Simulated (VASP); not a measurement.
A run of VASP 6.6.1:

File INCAR:

```
PREC = Accurate
ENCUT = 520
EDIFF = 1E-6
ISMEAR = 0
SIGMA = 0.15
LREAL = F
LASPH = T
NELM = 100
ALGO = Normal
ISIF = 2
LWAVE = F
LCHARG = F
GGA = PS
NBANDS = 9
```

File KPOINTS:

```
Automatic mesh
0
Gamma
  15 15 15
```

File POSCAR:

```
Te
1.0
    2.2506127899      1.2993919001      1.7768179357
   -2.2506127899      1.2993919001      1.7768179357
    0.0000000000     -2.5987838001      1.7768179358
Te
1
Direct
    0.5000000000      0.5000000000      0.5000000000
```

Potentials or basis: VASP PAW PBE potentials, release 64 (Te).

Command:

```sh
$ cat potpaw_PBE.64/Te/POTCAR > POTCAR
$ mpirun -np 1 vasp_std > vasp.out
```

Hardware: 1 thread of Intel Xeon 8259CL (shared host).

Q: How long does it take, and how much memory?

A: Run time: 62 s on 1 thread of Intel Xeon 8259CL, on a shared host, peak memory 0.21 GiB. Counts: scf iterations 10, k points 344.
